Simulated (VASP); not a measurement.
# S (Fm-3m) in VASP: further runs, part 2 of 2

VASP 6.6.1.

**4. Single point, PBEsol**

This run uses another cell than the first one, of 10.79 Å³/atom.

Input file INCAR:

```
PREC     = Accurate       # precision mode
ENCUT    = 500            # plane-wave cutoff, eV
EDIFF    = 1E-6           # SCF threshold, eV
ISMEAR   = -1             # smearing method
SIGMA    = 0.1            # smearing width, eV
LREAL    = False          # projectors in reciprocal space
LASPH    = True           # aspherical terms in the spheres
NELM     = 120            # most SCF steps
ALGO     = Normal         # electronic algorithm
ISIF     = 2              # what is computed and relaxed
LWAVE    = False          # write WAVECAR
LCHARG   = False          # write CHGCAR
GGA      = PS             # functional
NBANDS   = 9              # bands
GGA_COMPAT= False
```

Input file KPOINTS:

```
Automatic mesh
0
Gamma
  7 7 7
```

Input file POSCAR:

```
S
1.0
    0.0000000000      1.7539332380      1.7539332380
    1.7539332380      0.0000000000      1.7539332380
    1.7539332380      1.7539332380      0.0000000000
S
1
Direct
    0.0000000000      0.0000000000      0.0000000000
```

Potentials or basis: VASP PAW PBE potentials, release 64 (S).

Command:

```bash
$ cat potpaw_PBE.64/S/POTCAR > POTCAR
$ mpirun -np 1 vasp_std > vasp.out
```

OUTCAR:

```text
PREC = Accurate
   ENCUT = 500
   EDIFF = 1E-6
   ISMEAR = -1
   LREAL = False
   LASPH = True
   NELM = 120
   ISIF = 2
   GGA = PS

 ion  position               nearest neighbor table
   1  0.000  0.000  0.000-

  LATTYP: Found a face centered cubic cell.
 ALAT       =     3.5078664760

  Lattice vectors:

 A1 = (   0.0000000000,   1.7539332380,   1.7539332380)
 A2 = (   1.7539332380,   0.0000000000,   1.7539332380)
 A3 = (   1.7539332380,   1.7539332380,   0.0000000000)

Analysis of symmetry for initial positions (statically):
=====================================================================
 Subroutine PRICEL returns:
 Original cell was already a primitive cell.

 Routine SETGRP: Setting up the symmetry group for a
 face centered cubic supercell.

 Subroutine GETGRP returns: Found 48 space group operations
 (whereof 48 operations were pure point group operations)
 out of a pool of 48 trial point group operations.

The static configuration has the point symmetry O_h .

Analysis of symmetry for dynamics (positions and initial velocities):
=====================================================================
 Subroutine PRICEL returns:
 Original cell was already a primitive cell.

 Routine SETGRP: Setting up the symmetry group for a
 face centered cubic supercell.

 Subroutine GETGRP returns: Found 48 space group operations
 (whereof 48 operations were pure point group operations)
 out of a pool of 48 trial point group operations.

The dynamic configuration has the point symmetry O_h .

 Subroutine INISYM returns: Found 48 space group operations
 (whereof 48 operations are pure point group operations),
 and found     1 'primitive' translations

----------------------------------------------------------------------------------------

[... 104 lines left out ...]
     AMIX     =   0.40;   BMIX     =  1.00
     AMIX_MAG =   1.60;   BMIX_MAG =  1.00
  volume/ion in A,a.u.               =      10.79        72.82
  Fermi-wavevector in a.u.,A,eV,Ry     =   1.346177  2.543906 24.656379  1.812193
  Thomas-Fermi vector in A             =   2.474030
   LORBIT       =      0    0 simple, 1 ext, 2 COOP (PROOUT), +10 PAW based schemes
   GGA     = PS    functional components
   LHFCALC =     F    Hartree Fock is set to
   AEXX    =    0.0000 exact exchange contribution
   IVDW    =     0    specifies the selected vdW correction
   LEPSILON=     F    determine dielectric tensor
   LRPA    =     F    only Hartree local field effects (RPA)
 non-spin polarized calculation
  energy-cutoff  :      500.00
  volume of cell :       10.79
 maximum number of plane-waves:       286
 NGX is ok and might be reduce to    18
   NGX =  9   NGY =  9   NGZ =  9

 number of electron       5.9999998 magnetization

 Free energy of the ion-electron system (eV)
  ---------------------------------------------------
  ext. energy  EPLUGINS =         0.00000000
  ---------------------------------------------------
  free energy    TOTEN  =        -2.72033616 eV

  energy without entropy =       -2.69399006  energy(sigma->0) =       -2.70716311

 E-fermi :  13.8772     XC(G=0): -13.1537

 val. band max:       13.8130447345   @ k =  -0.4286   0.1429   0.0000
 cond. band min:      13.9072804043   @ k =   0.4286   0.2857   0.0000
 fundamental gap:      0.0942356697
 Fermi energy:        13.8771693795

 k-point     1 :       0.0000    0.0000    0.0000
  band No.  band energies     occupation
      1      -7.5186      2.00000
      2      19.8141      0.00000
      3      19.8141      0.00000
      4      19.8141      0.00000
      5      26.1775      0.00000
      6      26.1775      0.00000
      7      26.1775      0.00000
      8      33.6878      0.00000
      9      33.6894      0.00000
[... 217 lines left out ...]
 k-point    20 :      -0.2857    0.4286    0.1429
  band No.  band energies     occupation
      1       2.8114      2.00000
      2       6.2212      2.00000
      3       6.7351      2.00000
      4      11.1546      2.00000
      5      23.6958      0.00000
      6      28.5497      0.00000
      7      31.1268      0.00000
      8      32.4782      0.00000
      9      40.3242      0.00000

------------------------ aborting loop because EDIFF is reached ----------------------------------------

  FORCE on cell =-STRESS in cart. coord.  units (eV):
  Direction    XX          YY          ZZ          XY          YZ          ZX
  --------------------------------------------------------------------------------------
  -------------------------------------------------------------------------------------
  Total        4.0419083      4.0419083      4.0419083      0.0000000      0.0000000     -0.0000000
  in kB      600.1058622    600.1058622    600.1058622      0.0000000      0.0000000     -0.0000000
  external PRESSURE =     600.1058622 kB  Pullay stress =       0.0000000 kB

 VOLUME and BASIS-vectors are now :
 -----------------------------------------------------------------------------
  energy-cutoff  :      500.00
  volume of cell :       10.79
      direct lattice vectors                 reciprocal lattice vectors
     0.000000000  1.753933238  1.753933238    -0.285073564  0.285073564  0.285073564
     1.753933238  0.000000000  1.753933238     0.285073564 -0.285073564  0.285073564
     1.753933238  1.753933238  0.000000000     0.285073564  0.285073564 -0.285073564

 POSITION                                       TOTAL-FORCE (eV/Angst)
 -----------------------------------------------------------------------------------
      0.00000      0.00000      0.00000         0.000000      0.000000      0.000000
 -----------------------------------------------------------------------------------
    total drift:                                0.000000     -0.000000      0.000000

  FREE ENERGIE OF THE ION-ELECTRON SYSTEM (eV)
  ---------------------------------------------------
  free  energy   TOTEN  =        -2.7203361639 eV

  energy  without entropy=       -2.6939900559  energy(sigma->0) =       -2.70716311
```

OSZICAR:

```text
N       E                     dE             d eps       ncg     rms          rms(c)
DAV:   1     0.560185642549E+01    0.56019E+01   -0.32916E+03   401   0.570E+02
DAV:   2    -0.257957837813E+01   -0.81814E+01   -0.74817E+01   556   0.703E+01
DAV:   3    -0.272074476422E+01   -0.14117E+00   -0.14091E+00   421   0.780E+00
DAV:   4    -0.272093827165E+01   -0.19351E-03   -0.19346E-03   472   0.349E-01
DAV:   5    -0.272093839836E+01   -0.12671E-06   -0.12692E-06   425   0.674E-03    0.176E+01
DAV:   6    -0.272031573008E+01    0.62267E-03   -0.11210E-03   378   0.194E-01    0.106E+01
DAV:   7    -0.272035809318E+01   -0.42363E-04   -0.19028E-03   383   0.262E-01    0.952E-02
DAV:   8    -0.272033674514E+01    0.21348E-04   -0.52899E-05   396   0.456E-02    0.307E-02
DAV:   9    -0.272033616393E+01    0.58121E-06   -0.65376E-06   385   0.145E-02
   1 F= -.27203362E+01 E0= -.27071631E+01  d E =-.263461E-01
```

Run time: 1.3 s. Hardware: 1 thread of Intel Xeon 6975P-C (Granite Rapids), shared host; peak memory 0.11 GiB.

What came out:

```
Free energy            : -2.7203 eV
Pressure               : 60.0 GPa
Band gap on the k mesh : zero (bands 3 and 4 overlap by 9.02 eV)
```

Levels at points of the mesh, in eV from the Fermi level:
| k point | band 1 | band 2 | band 3 | band 4 | band 5 | band 6 | band 7 |
| --- | --- | --- | --- | --- | --- | --- | --- |
| (0.00, 0.00, 0.00) | -21.40 | 5.94 | 5.94 | 5.94 | 12.30 | 12.30 | 12.30 |

Caveat: the k points lie up to 0.44 Å⁻¹ apart, too coarse for converged energies and pressures of a metal; the PAW data sets were made with another functional, which shifts forces and pressure a little.

**5. Single point, PBEsol**

This run uses another cell than the first one, of 15.02 Å³/atom.

Input file INCAR:

```
SYSTEM = S
PREC = Accurate
ENCUT = 500
EDIFF = 1E-6
ISMEAR = -1
SIGMA = 0.1
LREAL = .FALSE.
LASPH = .TRUE.
NELM = 120
ALGO = Normal
ISIF = 2
LWAVE = .FALSE.
LCHARG = .TRUE.
GGA = PS
LELF = .TRUE.
LVHAR = .TRUE.
NBANDS = 9
GGA_COMPAT = .FALSE.
```

Input file KPOINTS:

```
Automatic mesh
0
G
  7 7 7
  0 0 0
```

Input file POSCAR:

```
S
1.0
    0.0000000000      1.9584601473      1.9584601473
    1.9584601473      0.0000000000      1.9584601473
    1.9584601473      1.9584601473      0.0000000000
S
1
Direct
    0.0000000000      0.0000000000      0.0000000000
```

Command:

```bash
$ cat potpaw_PBE.64/S/POTCAR > POTCAR
$ mpirun -np 1 vasp_std > vasp.out
```

Run time: 1.7 s. Hardware: 1 thread of Intel Xeon 6975P-C (Granite Rapids), shared host; peak memory 0.11 GiB.

The run converged. Its results:

| Item | Value |
| --- | --- |
| Free energy | -3.3311 eV |
| Pressure | 0.0 GPa |
| Band gap on the k mesh | zero (bands 3 and 4 overlap by 5.29 eV) |

Levels at points of the mesh, in eV from the Fermi level:
```csv
k point,band 1,band 2,band 3,band 4,band 5,band 6
"(0.00, 0.00, 0.00)",-17.29,3.50,3.50,3.50,12.12,12.12
```

Caveat: the k points lie up to 0.40 Å⁻¹ apart, too coarse for converged energies and pressures of a metal; the PAW data sets were made with another functional, which shifts forces and pressure a little.

**6. Summary**

```tsv
cell	gap on the mesh (eV)	pressure (GPa)
a = 2.631 Å, angles 60.0°, 1 atom	none	20.1
a = 2.544 Å, angles 60.0°, 1 atom	none	40.1
a = 2.480 Å, angles 60.0°, 1 atom	none	60.0
a = 2.770 Å, angles 60.0°, 1 atom	none	0.0
```

Alike in all rows: task single point; level PBEsol; potentials or basis VASP PAW PBE potentials, release 64 (S); no spin polarisation; k mesh 7 × 7 × 7; cutoff (eV) 500; smearing fermi-dirac 0.1 eV.

Caveats: all runs use coarse meshes; the PAW data sets were made with another functional, which shifts forces and pressure a little.

Absolute energies hang on the potentials; compare differences alone.
